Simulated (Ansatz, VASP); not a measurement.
Two plane-wave programs on AlW3C4

File INCAR:

```
ALGO     = Normal         # electronic algorithm
EDIFF    = 1E-6           # SCF threshold, eV
ENCUT    = 500            # plane-wave cutoff, eV
GGA      = CA             # functional
ISIF     = 2              # what is computed and relaxed
ISMEAR   = 0              # smearing method
LASPH    = T              # aspherical terms in the spheres
LCHARG   = F              # write CHGCAR
LREAL    = F              # projectors in reciprocal space
LWAVE    = F              # write WAVECAR
NBANDS   = 28             # bands
NELM     = 80             # most SCF steps
PREC     = Accurate       # precision mode
SIGMA    = 0.1            # smearing width, eV
```

KPOINTS

```
k-points
0
Gamma
  9 9 3
```

The input POSCAR:

```
AlW3C4
1.0
    2.8323640000      0.0000000000      0.0000000000
    0.0000000000      2.9474060000      0.0000000000
    0.0000000000      0.0000000000     10.1379520000
W Al C
3 1 4
Direct
    0.0000000000      0.5000000000      0.5016550000
    0.0000000000      0.0000000000      0.2513470000
    0.0000000000      0.5000000000      0.0018810000
    0.0000000000      0.0000000000      0.7388960000
    0.5000000000      0.0000000000      0.9255220000
    0.5000000000      0.5000000000      0.6616870000
    0.5000000000      0.0000000000      0.4176690000
    0.5000000000      0.5000000000      0.1680440000
```

The input input.yaml:

```yaml
crystal:
  lattice:
    - [2.832364, 0.0, 0.0]
    - [0.0, 2.947406, 0.0]
    - [0.0, 0.0, 10.137952]
  atoms:
    - { symbol: W, position: [0.0, 0.5, 0.501655] }
    - { symbol: W, position: [0.0, 0.0, 0.251347] }
    - { symbol: W, position: [0.0, 0.5, 0.001881] }
    - { symbol: Al, position: [0.0, 0.0, 0.738896] }
    - { symbol: C, position: [0.5, 0.0, 0.925522] }
    - { symbol: C, position: [0.5, 0.5, 0.661687] }
    - { symbol: C, position: [0.5, 0.0, 0.417669] }
    - { symbol: C, position: [0.5, 0.5, 0.168044] }
hamiltonian:
  xc: lda
  pseudopotentials: { kind: paw }
kpoints:
  mp_grid: { grid: [9, 9, 3] }
scf:
  occupations: { method: gaussian, width: 0.1 }
output:
  forces: true
  stress: true
  eigenvalues: true
  write_density: true
  write_potential: true
  elf: true
  volumetric_format: npy
```

Alike in both runs: task single point; functional LDA; k mesh 9 × 9 × 3; occupations gaussian, width 0.1 eV; no spin polarisation.

|  | VASP | Ansatz |
| --- | --- | --- |
| version | VASP 6.6.1 | Ansatz 0.2.0 |
| potentials or method | VASP PAW LDA potentials, release 64 (W, Al, C) | Ansatz PAW |
| plane-wave cutoff (eV) | 500 | 420 |
| valence electrons in the cell | 37 | 61 |

Ansatz gave:

* gap on the k mesh at the Fermi level (eV): none
* pressure (GPa): -14.8
* traceless stress, the component that is largest in VASP (GPa): -1.98
* rms of the force components (eV/Å): 0.123

Which values does VASP return?

gap on the k mesh at the Fermi level (eV): none; pressure (GPa): -14.3; traceless stress, the component that is largest in VASP (GPa): -1.82; rms of the force components (eV/Å): 0.111.

LDA's correlation is that of Perdew and Zunger in VASP and of Perdew and Wang (1992) in Ansatz. Atom by atom the forces differ by 0.022 eV/Å (rms over components). A gap of «none» marks a metal or a gap that the smearing closes. VASP's potentials hold 37 valence electrons a cell and Ansatz's 61, so a difference there can come from the potentials and not from the codes.

Spin-orbit coupling is off throughout.
